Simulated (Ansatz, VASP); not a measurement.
**Two plane-wave programs on SnTe**

File INCAR:

```
ALGO = Normal ; EDIFF = 1E-6
ENCUT = 500 ; GGA = PE
GGA_COMPAT = F ; ISIF = 2
ISMEAR = 0 ; LASPH = T
LCHARG = T ; LELF = T
LREAL = F ; LVHAR = T
LWAVE = F ; NBANDS = 17
NELM = 120 ; PREC = Accurate
SIGMA = 0.012
```

The input KPOINTS:

```
k-points
0
Gamma
  4 4 4
```

POSCAR

```
SnTe
1.0
    0.0000000000      3.6111460000      3.6111460000
    3.6111460000      0.0000000000      3.6111460000
    3.6111460000      3.6111460000      0.0000000000
Sn Te
1 1
Direct
    0.0000000000      0.0000000000      0.0000000000
    0.7500000000      0.7500000000      0.7500000000
```

Input for Ansatz:

```yaml
crystal:
  lattice:
    - [0.0, 3.611146, 3.611146]
    - [3.611146, 0.0, 3.611146]
    - [3.611146, 3.611146, 0.0]
  atoms:
    - { symbol: Sn, position: [0.0, 0.0, 0.0] }
    - { symbol: Te, position: [0.75, 0.75, 0.75] }
basis:
  ecutwfc: 420
kpoints:
  mp_grid: { grid: [4, 4, 4] }
hamiltonian:
  xc: pbe
scf:
  occupations: { method: gaussian, width: 0.012 }
output:
  forces: true
  stress: true
  eigenvalues: true
accuracy: medium
```

Alike in both runs: task single point; functional PBE; k mesh 4 × 4 × 4; occupations gaussian, width 0.012 eV; no spin polarisation.

```csv
,VASP,Ansatz
version,VASP 6.6.1,Ansatz 0.2.0
potentials or method,"VASP PAW PBE potentials, release 64 (Sn_d, Te), cutoff 500 eV","scalar-relativistic, plane waves, PAW"
valence electrons in the cell,20,30
```

```tsv
	VASP	Ansatz	Ansatz less VASP
gap on the k mesh at the Fermi level (eV)	0.09	0.09	+0.002
least direct gap on the mesh (eV)	0.80	0.80	+0.001
pressure (GPa)	-0.1	-0.1	+0.01
```

With one functional, cell and mesh, what is left measures potentials, basis and numerics. VASP's potentials hold 20 valence electrons a cell and Ansatz's 30, so a difference there can come from the potentials and not from the codes.

Neither program's run includes spin-orbit coupling.
